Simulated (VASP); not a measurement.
Input of a VASP 6.6.1 run:

Contents of INCAR:

```
SYSTEM = Cl
  ALGO = Normal
  EDIFF = 1E-6
  ENCUT = 520
  GGA = PE
  ISIF = 2
  ISMEAR = -1
  LASPH = .TRUE.
  LCHARG = .FALSE.
  LREAL = .FALSE.
  LWAVE = .FALSE.
  NBANDS = 10
  NELM = 60
  PREC = Accurate
  SIGMA = 0.1
```

Contents of KPOINTS:

```
k-points
0
G
  17 17 17
  0 0 0
```

POSCAR

```
Cl
1.0
   -1.2926733387      1.2926733387      1.2926733387
    1.2926733387     -1.2926733387      1.2926733387
    1.2926733387      1.2926733387     -1.2926733387
Cl
1
Direct
    0.0000000000      0.0000000000      0.0000000000
```

Potentials or basis: VASP PAW PBE potentials, release 64 (Cl).

Command:

```bash
$ cat potpaw_PBE.64/Cl/POTCAR > POTCAR
$ mpirun -np 1 vasp_std > vasp.out
```

**Question.** Estimate the pressure.

**Answer.** 236.1 GPa.

Caveat: an odd number of electrons without spin polarisation forces a metal; a magnetic or distorted state may lie lower.
